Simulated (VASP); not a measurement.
Runs of VASP 6.6.1 on LaLuAs2. The structure is that of space group P4/mmm (No. 123), or close to it. The cells are those of the table. 

```csv
level,cell,gap on the mesh (eV),pressure (GPa)
r2SCAN,"a = 4.223, b = 4.223, c = 5.952 Å, 4 atoms",none,(a)
r2SCAN,"a = 4.181, b = 4.181, c = 5.892 Å, 4 atoms",none,2.6
PBE,"a = 4.271, b = 4.271, c = 6.013 Å, 4 atoms",none,-1.9
PBE,"a = 4.186, b = 4.186, c = 5.894 Å, 4 atoms",none,2.3
```

Alike in all rows: task single point; potentials or basis VASP PAW PBE potentials, release 64 (La, As, Lu); no spin polarisation; k mesh 6 × 6 × 4; cutoff (eV) 520; smearing fermi-dirac 0.02 eV.

Estimate the missing entries.

(a) 0.0.

Caveats: spin-orbit coupling is left out, which moves the levels of the heavy elements; the PAW data sets were made with another functional, which shifts forces and pressure a little (some runs).

A k mesh can miss the band edges, and the runs leave out spin-orbit coupling on As, La, Lu.

A gap of «none» marks levels without a gap at the run's occupations.
